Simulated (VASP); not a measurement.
Set up this calculation in VASP 6.6.1, as the native input.

* Task: single point
* Functional: LDA
* Potentials or basis: VASP PAW LDA potentials, release 64 (Li_sv, H)
* Cutoff: 520 eV
* k mesh: 6 × 6 × 6
* Occupations: gaussian, width 0.01 eV
* Spin: no spin polarisation
* Dipole correction: no
* Further INCAR settings: ALGO = Normal; EDIFF = 1e-07; NBANDS = 9

The structure of LiH lies in POSCAR:

```
LiH
1.0
    0.0000000000      1.9984726907      1.9984726907
    1.9984726907      0.0000000000      1.9984726907
    1.9984726907      1.9984726907      0.0000000000
Li H
1 1
Direct
    0.0000000000      0.0000000000      0.0000000000
    0.5000000000      0.5000000000      0.5000000000
```

The input as run:

INCAR

```
SYSTEM = LiH
PREC = Accurate
ENCUT = 520
EDIFF = 1E-7
ISMEAR = 0
SIGMA = 0.01
LREAL = .FALSE.
LASPH = .TRUE.
NELM = 60
ALGO = Normal
ISIF = 2
LWAVE = .FALSE.
LCHARG = .FALSE.
NBANDS = 9
```

KPOINTS

```
Automatic mesh
0
G
  6 6 6
  0 0 0
```

Potentials or basis: VASP PAW LDA potentials, release 64 (Li_sv, H).

Run with:

```console
$ cat potpaw_LDA.64/Li_sv/POTCAR potpaw_LDA.64/H/POTCAR > POTCAR
$ mpirun -np 1 vasp_std > vasp.out
```

It gave:

The band gap on the k mesh is 2.60 eV, direct.

Caveat: the k points lie up to 0.45 Å⁻¹ apart.

Run time: 2.3 s on 1 thread of Intel Xeon 6975P-C, with other jobs on the host, peak memory 0.12 GiB.
